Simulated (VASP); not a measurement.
# Si4B (Im-3m) in VASP: a series of runs, part 2 of 2

VASP 6.6.1.

## (5) Relaxation of cell and atoms, PBE

The input, INCAR:

```
ALGO = Normal ; EDIFF = 1E-6
EDIFFG = -0.01 ; ENCUT = 600
GGA = PE ; IBRION = 2
ISIF = 3 ; ISMEAR = 0
LASPH = True ; LCHARG = False
LREAL = False ; LWAVE = False
NELM = 60 ; NSW = 100
PREC = Accurate ; SIGMA = 0.1
```

The input, KPOINTS:

```
k-points
0
Gamma
  10 10 10
```

The input, POSCAR:

```
Si4B
1.0
   -2.5959489000      2.5959489000      2.5959489000
    2.5959489000     -2.5959489000      2.5959489000
    2.5959489000      2.5959489000     -2.5959489000
Si B
4 1
Direct
    0.0000000000      0.0000000000      0.5000000000
    0.0000000000      0.5000000000      0.0000000000
    0.5000000000      0.0000000000      0.0000000000
    0.5000000000      0.5000000000      0.5000000000
    0.0000000000      0.0000000000      0.0000000000
```

Potentials or basis: VASP PAW PBE potentials, release 64 (Si, B).

Launch:

```console
$ cat potpaw_PBE.64/Si/POTCAR potpaw_PBE.64/B/POTCAR > POTCAR
$ mpirun -np 1 vasp_std > vasp.out
```

OUTCAR:

```text
EDIFF = 1E-6
   EDIFFG = -0.01
   ENCUT = 600
   GGA = PE
   IBRION = 2
   ISIF = 3
   ISMEAR = 0
   LASPH = True
   LREAL = False
   NELM = 60
   NSW = 100
   PREC = Accurate

 ion  position               nearest neighbor table
   1  0.000  0.000  0.500-   5 2.25   5 2.25   4 2.60   2 2.60   3 2.60   2 2.60   3 2.60   4 2.60

   2  0.000  0.500  0.000-   5 2.25   5 2.25   4 2.60   1 2.60   3 2.60   1 2.60   4 2.60   3 2.60

   3  0.500  0.000  0.000-   5 2.25   5 2.25   4 2.60   1 2.60   4 2.60   2 2.60   1 2.60   2 2.60

   4  0.500  0.500  0.500-   5 2.25   5 2.25   3 2.60   1 2.60   3 2.60   2 2.60   1 2.60   2 2.60

   5  0.000  0.000  0.000-   1 2.25   2 2.25   3 2.25   4 2.25   1 2.25   2 2.25   3 2.25   4 2.25

  LATTYP: Found a body centered cubic cell.
 ALAT       =     5.1918978000

  Lattice vectors:

 A1 = (  -2.5959489000,   2.5959489000,   2.5959489000)
 A2 = (   2.5959489000,  -2.5959489000,   2.5959489000)
 A3 = (   2.5959489000,   2.5959489000,  -2.5959489000)

Analysis of symmetry for initial positions (statically):
=====================================================================
 Subroutine PRICEL returns:
 Original cell was already a primitive cell.

 Routine SETGRP: Setting up the symmetry group for a
 body centered cubic supercell.

 Subroutine GETGRP returns: Found 48 space group operations
[... 9 lines left out ...]

 Routine SETGRP: Setting up the symmetry group for a
 body centered cubic supercell.

 Subroutine GETGRP returns: Found 48 space group operations
[... 234 lines left out ...]
--------------------------------------- Ionic step        3  -------------------------------------------

 number of electron      19.0000000 magnetization

 Free energy of the ion-electron system (eV)
  ---------------------------------------------------
  ext. energy  EPLUGINS =         0.00000000
  ---------------------------------------------------
  free energy    TOTEN  =       -25.32305975 eV

  energy without entropy =      -25.31548074  energy(sigma->0) =      -25.31927024

 E-fermi :   8.8493     XC(G=0): -10.9164

 val. band max:        8.8457600717   @ k =   0.3000   0.1000   0.1000
 cond. band min:       8.8843618111   @ k =   0.5000   0.5000   0.3000
 fundamental gap:      0.0386017394
 Fermi energy:         8.8493436744

 k-point     1 :       0.0000    0.0000    0.0000
  band No.  band energies     occupation
      1      -5.5403      2.00000
      2       2.8266      2.00000
      3       2.8266      2.00000
      4       2.8266      2.00000
      5       4.5048      2.00000
      6       4.5048      2.00000
      7       4.5048      2.00000
      8       4.7514      2.00000
      9       5.8012      2.00000
     10       5.8012      2.00000
     11       5.8012      2.00000
     12       9.9956      0.00000
     13       9.9956      0.00000
[... 354 lines left out ...]
  band No.  band energies     occupation
      1      -4.5761      2.00000
      2      -0.5105      2.00000
      3       0.9463      2.00000
      4       1.9966      2.00000
      5       3.5389      2.00000
      6       4.0188      2.00000
      7       5.0062      2.00000
      8       7.2563      2.00000
      9       7.5073      2.00000
     10       8.5574      1.99996
     11       9.0301      0.01058
     12       9.6374      0.00000
     13      12.1642      0.00000

 [... further k-points ...]
[... 5 lines left out ...]
  --------------------------------------------------------------------------------------
  -------------------------------------------------------------------------------------
  Total        0.0033145      0.0033145      0.0033145     -0.0000000      0.0000000      0.0000000
  in kB        0.0770419      0.0770419      0.0770419     -0.0000000      0.0000000      0.0000000
  external PRESSURE =       0.0770419 kB  Pullay stress =       0.0000000 kB
[... 20 lines left out ...]
  FREE ENERGIE OF THE ION-ELECTRON SYSTEM (eV)
  ---------------------------------------------------
  free  energy   TOTEN  =       -25.3230597510 eV

  energy  without entropy=      -25.3154807386  energy(sigma->0) =      -25.31927024

 reached required accuracy - stopping structural energy minimisation
```

Run time: 32 s. Hardware: 1 thread of Intel Xeon 6975P-C (Granite Rapids), shared host; peak memory 0.22 GiB.

What came out:

| Item | Value |
| --- | --- |
| Free energy | -25.3231 eV |
| Relaxed volume | 13.79 Å³/atom |
| Relaxed cell | a = 4.474 Å, b = 4.474 Å, c = 4.474 Å, α = 109.47°, β = 109.47°, γ = 109.47° |
| Space group after relaxing (to 0.05 Å) | Im-3m (No. 229) |
| Energy gained by relaxing | 1.0 meV/atom |
| Ionic steps | 3 |
| Pressure after relaxing | 0.0 GPa |

The path:
```tsv
step	energy change (eV)	largest force (eV/Å)	pressure (GPa)	volume (Å³)
1	0.0000	0.0000	-1.53	69.98
2	-0.0047	0.0000	0.48	68.63
3	-0.0051	0.0000	0.01	68.93
```

Final structure:
```
CELL_PARAMETERS angstrom
-2.58293 2.58293 2.58293
2.58293 -2.58293 2.58293
2.58293 2.58293 -2.58293
ATOMIC_POSITIONS crystal
Si 0.00000 0.00000 0.50000
Si 0.00000 0.50000 0.00000
Si 0.50000 0.00000 0.00000
Si 0.50000 0.50000 0.50000
B 0.00000 0.00000 0.00000
```

Levels at points of the mesh, in eV from the Fermi level:
| k point | band 5 | band 6 | band 7 | band 8 | band 9 | band 10 | band 11 | band 12 | band 13 |
| --- | --- | --- | --- | --- | --- | --- | --- | --- | --- |
| (0.00, 0.00, 0.00) | -4.34 | -4.34 | -4.34 | -4.10 | -3.05 | -3.05 | -3.05 | 1.15 | 1.15 |
| (0.50, 0.00, 0.00) | -6.14 | -5.92 | -2.14 | -0.75 | -0.63 | -0.30 | 1.72 | 2.49 | 2.57 |
| (0.50, 0.50, 0.50) | -6.55 | -6.55 | -0.35 | -0.35 | -0.35 | 1.03 | 1.03 | 1.03 | 2.21 |

## (6) Summary

```tsv
task	level	cell	k mesh	cutoff (eV)	gap on the mesh (eV)	pressure (GPa)
single point	PBE	a = 4.496 Å, angles 109.5°, 5 atoms	6 × 6 × 6	520	none	-1.3
single point	PBEsol	a = 4.442 Å, angles 109.5°, 5 atoms	10 × 10 × 10	520	none	0.1
single point	PBE	a = 4.475 Å, angles 109.5°, 5 atoms	10 × 10 × 10	520	none	-0.1
relaxation of cell and atoms	PBE	relaxed from a = 4.496 Å, angles 109.5°, 5 atoms	10 × 10 × 10	600	none	0.0
```

Alike in all rows: potentials or basis VASP PAW PBE potentials, release 64 (Si, B); no spin polarisation; smearing gaussian 0.1 eV.

Caveats: the PAW data sets were made with another functional, which shifts forces and pressure a little (some runs).

Total energies depend on the potentials used, so only differences within one code and one set of settings carry meaning.
